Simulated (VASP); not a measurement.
Hg:

```
Hg
1.0
     1.72870    0.99807    2.22113
    -1.72870    0.99807    2.22113
     0.00000   -1.99614    2.22113
Hg
1
Direct
  0.00000 0.00000 0.00000
```

* Program: VASP 6.6.1
* Task: relaxation of cell and atoms
* Functional: PBE
* Potentials or basis: VASP PAW PBE potentials, release 64 (Hg_sv_GW)
* Cutoff: 550 eV
* k mesh: 8 × 8 × 8
* Occupations: gaussian, width 0.05 eV
* Spin: no spin polarisation

At the start: pressure 6.4 GPa; volume 22.99 Å³/atom.

Where does the relaxation end?

Over 7 steps the energy falls by 62.4 meV/atom and the volume is 26.38 Å³/atom (+14.7 %); space group R-3m (No. 166, to 0.1 Å) before and after.

Step by step:
| step | energy change (eV) | largest force (eV/Å) | pressure (GPa) | volume (Å³) |
| --- | --- | --- | --- | --- |
| 1 | 0.0000 | 0.0000 | 6.38 | 22.99 |
| 2 | -0.0594 | 0.0000 | 0.30 | 26.18 |
| 3 | -0.0597 | 0.0000 | -0.07 | 26.45 |
| 4 | -0.0597 | 0.0000 | 0.03 | 26.38 |
| 5 | -0.0601 | 0.0000 | 0.04 | 26.38 |
| 6 | -0.0609 | 0.0000 | -0.09 | 26.39 |
| 7 | -0.0624 | 0.0000 | -0.08 | 26.38 |

Final structure:
```cif
data_structure
_symmetry_space_group_name_H-M 'P 1'
_symmetry_Int_Tables_number 1
_cell_length_a 3.0928
_cell_length_b 3.0928
_cell_length_c 3.0928
_cell_angle_alpha 73.082
_cell_angle_beta 73.082
_cell_angle_gamma 73.082
_cell_volume 26.38
loop_
_atom_site_label
_atom_site_type_symbol
_atom_site_fract_x
_atom_site_fract_y
_atom_site_fract_z
_atom_site_occupancy
Hg1 Hg 0.00000 0.00000 0.00000 1
```
